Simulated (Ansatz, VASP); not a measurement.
Zr2O in VASP and in Ansatz

```
Zr O
1.0
     3.14803    0.00000    0.00000
    -1.57402    2.72628    0.00000
     0.00000    0.00000   10.97238
Zr O
4 2
Direct
  0.66667 0.33333 0.89862
  0.33333 0.66667 0.39862
  0.66667 0.33333 0.60138
  0.33333 0.66667 0.10138
  0.00000 0.00000 0.75000
  0.00000 0.00000 0.25000
```

Alike in both runs: task relaxation of cell and atoms; functional PBEsol; k mesh 6 × 6 × 2; occupations gaussian, width 0.1 eV; no spin polarisation.

|  | VASP | Ansatz |
| --- | --- | --- |
| version | VASP 6.6.1 | Ansatz 0.2.0 |
| potentials or method | VASP PAW PBE potentials, release 64 (Zr_sv, O), cutoff 600 eV | scalar-relativistic, plane waves, PAW |
| valence electrons in the cell | 60 | 60 |

|  | VASP | Ansatz | Ansatz less VASP |
| --- | --- | --- | --- |
| gap on the k mesh at the Fermi level, each at its own relaxed structure (eV) | none | none | - |
| relaxed volume (Å³/atom) | 15.89 | 15.85 | -0.034 |
| relaxed cell length with the largest relative difference (Å) | 3.177 | 3.173 | -0.0043 |

VASP's potentials were made for PBE, not for PBEsol. A gap of «none» marks a metal or a gap that the smearing closes.

The k mesh is coarse, so the values compare programs but aren't converged.
